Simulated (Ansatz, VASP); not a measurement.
## One calculation of H, two programs

Contents of INCAR:

```
SYSTEM = H
PREC = Accurate
ENCUT = 520
EDIFF = 1E-6
ISMEAR = 0
SIGMA = 0.05
LREAL = .FALSE.
LASPH = .TRUE.
NELM = 80
ALGO = Normal
ISIF = 2
LWAVE = .FALSE.
LCHARG = .FALSE.
GGA = PE
NBANDS = 10
```

The input KPOINTS:

```
Automatic mesh
0
G
  9 9 6
  0 0 0
```

Contents of POSCAR:

```
H
1.0
    3.6137010833      0.0000000000      0.0000000000
   -1.8068505416      3.1295569398      0.0000000000
    0.0000000000      0.0000000000      5.6989084129
H
4
Direct
    0.3333333333      0.6666666667      0.1764958800
    0.6666666667      0.3333333333      0.6764958800
    0.6666666667      0.3333333333      0.8235041200
    0.3333333333      0.6666666667      0.3235041200
```

Input for Ansatz:

```yaml
crystal:
  lattice:
    - [3.6137010833, 0.0, 0.0]
    - [-1.8068505416, 3.1295569398, 0.0]
    - [0.0, 0.0, 5.6989084129]
  atoms:
    - { symbol: H, position: [0.3333333333, 0.6666666667, 0.17649588] }
    - { symbol: H, position: [0.6666666667, 0.3333333333, 0.67649588] }
    - { symbol: H, position: [0.6666666667, 0.3333333333, 0.82350412] }
    - { symbol: H, position: [0.3333333333, 0.6666666667, 0.32350412] }
basis:
  ecutwfc: 420
kpoints:
  mp_grid: { grid: [9, 9, 6] }
hamiltonian:
  xc: pbe
scf:
  occupations: { method: gaussian, width: 0.05 }
output:
  forces: true
  stress: true
  eigenvalues: true
```

Alike in both runs: task single point; functional PBE; k mesh 9 × 9 × 6; occupations gaussian, width 0.05 eV; no spin polarisation.

|  | VASP | Ansatz |
| --- | --- | --- |
| version | VASP 6.6.1 | Ansatz 0.2.0 |
| potentials or method | VASP PAW PBE potentials, release 64 (H), cutoff 520 eV | scalar-relativistic, plane waves, PAW |
| valence electrons in the cell | 4 | 4 |

|  | VASP | Ansatz | Ansatz less VASP |
| --- | --- | --- | --- |
| gap on the k mesh at the Fermi level (eV) | 7.80 | 7.79 | -0.001 |
| least direct gap on the mesh (eV) | 7.90 | 7.90 | -0.002 |
| pressure (GPa) | -3.3 | -3.2 | +0.12 |
| traceless stress, the component that is largest in VASP (GPa) | -6.46 | -6.47 | -0.009 |
| rms of the force components (eV/Å) | 1.327 | 1.328 | +0.0015 |

Atom by atom the forces differ by 0.001 eV/Å (rms over components). With one functional, cell and mesh, what is left measures potentials, basis and numerics.
